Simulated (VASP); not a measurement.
A run of VASP 6.6.1 is set up as follows.

Contents of INCAR:

```
PREC     = Accurate       # precision mode
ENCUT    = 520            # plane-wave cutoff, eV
EDIFF    = 1E-6           # SCF threshold, eV
ISMEAR   = 0              # smearing method
SIGMA    = 0.01           # smearing width, eV
LREAL    = False          # projectors in reciprocal space
LASPH    = True           # aspherical terms in the spheres
NELM     = 60             # most SCF steps
ALGO     = Normal         # electronic algorithm
ISIF     = 2              # what is computed and relaxed
LWAVE    = False          # write WAVECAR
LCHARG   = True           # write CHGCAR
GGA      = CA             # functional
LELF     = True           # ELF
LVHAR    = True         
NBANDS   = 41             # bands
```

Contents of KPOINTS:

```
Automatic mesh
0
Gamma
  6 6 6
```

POSCAR

```
AlGa3N4
1.0
    4.3972590926      0.0000000000      0.0000000000
    0.0000000000      4.3972590926      0.0000000000
    0.0000000000      0.0000000000      4.3972590926
Al Ga N
1 3 4
Direct
    0.0000000000      0.0000000000      0.0000000000
    0.5000000000      0.5000000000      0.0000000000
    0.5000000000      0.0000000000      0.5000000000
    0.0000000000      0.5000000000      0.5000000000
    0.7548594416      0.7548594416      0.2451405584
    0.7548594416      0.2451405584      0.7548594416
    0.2451405584      0.7548594416      0.7548594416
    0.2451405584      0.2451405584      0.2451405584
```

Potentials or basis: VASP PAW LDA potentials, release 64 (Al, Ga_d, N).

The run is started by

```bash
$ cat potpaw_LDA.64/Al/POTCAR potpaw_LDA.64/Ga_d/POTCAR potpaw_LDA.64/N/POTCAR > POTCAR
$ mpirun -np 1 vasp_std > vasp.out
```

Task: Estimate the largest force.

Result: 0.028 eV/Å.

Task: Estimate the band gap on the k mesh.

Result: 2.71 eV, direct.

Task: Predict the pressure.

Result: 5.4 GPa.

Forces in eV/Å, atoms in the order of the input:
```
Al   0.000  0.000  0.000
Ga   0.000  0.000  0.000
Ga   0.000  0.000  0.000
Ga   0.000  0.000  0.000
N    0.016  0.016 -0.016
N    0.016 -0.016  0.016
N   -0.016  0.016  0.016
N   -0.016 -0.016 -0.016
```
